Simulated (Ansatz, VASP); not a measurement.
## Two plane-wave programs on Ge

The input INCAR:

```
SYSTEM = Ge
  ALGO = Normal
  EDIFF = 1E-7
  ENCUT = 520
  GGA = PS
  ISIF = 2
  ISMEAR = 0
  LASPH = .TRUE.
  LCHARG = .FALSE.
  LREAL = .FALSE.
  LWAVE = .FALSE.
  NBANDS = 36
  NELM = 100
  PREC = Accurate
  SIGMA = 0.15
```

Contents of KPOINTS:

```
k-points
0
G
  18 18 8
  0 0 0
```

POSCAR

```
Ge
1.0
    3.7612907642      0.0000000000      0.0000000000
   -1.8806453821      3.2573733528      0.0000000000
    0.0000000000      0.0000000000      7.4489007132
Ge
4
Direct
    0.6666666667      0.3333333333      0.0629118567
    0.3333333333      0.6666666667      0.5629118567
    0.6666666667      0.3333333333      0.4370881433
    0.3333333333      0.6666666667      0.9370881433
```

Input for Ansatz:

```yaml
crystal:
  lattice:
    - [3.7612907642, 0.0, 0.0]
    - [-1.8806453821, 3.2573733528, 0.0]
    - [0.0, 0.0, 7.4489007132]
  atoms:
    - { symbol: Ge, position: [0.6666666667, 0.3333333333, 0.0629118567] }
    - { symbol: Ge, position: [0.3333333333, 0.6666666667, 0.5629118567] }
    - { symbol: Ge, position: [0.6666666667, 0.3333333333, 0.4370881433] }
    - { symbol: Ge, position: [0.3333333333, 0.6666666667, 0.9370881433] }
basis:
  ecutwfc: 420
kpoints:
  mp_grid: { grid: [18, 18, 8] }
hamiltonian:
  xc: pbesol
scf:
  occupations: { method: gaussian, width: 0.15 }
output:
  forces: true
  stress: true
  eigenvalues: true
```

Alike in both runs: task single point; functional PBEsol; k mesh 18 × 18 × 8; occupations gaussian, width 0.15 eV; no spin polarisation.

```csv
,VASP,Ansatz
version,VASP 6.6.1,Ansatz 0.2.0
potentials or method,"VASP PAW PBE potentials, release 64 (Ge_d), cutoff 520 eV","scalar-relativistic, plane waves, PAW"
valence electrons in the cell,56,56
```

VASP gave:

| Quantity | Value |
| --- | --- |
| gap on the k mesh at the Fermi level (eV) | none |
| pressure (GPa) | 3.5 |
| traceless stress, the component that is largest in VASP (GPa) | -14.81 |
| rms of the force components (eV/Å) | 0.519 |

Problem. What did Ansatz give for the same quantities?

Solution. gap on the k mesh at the Fermi level (eV): none; pressure (GPa): 3.5; traceless stress, the component that is largest in VASP (GPa): -14.79; rms of the force components (eV/Å): 0.525.

VASP's potentials were made for PBE, not for PBEsol. Atom by atom the forces differ by 0.006 eV/Å (rms over components). A gap of «none» marks a metal or a gap that the smearing closes. The functional is the same, so the differences come from potentials, cutoffs and numerics.
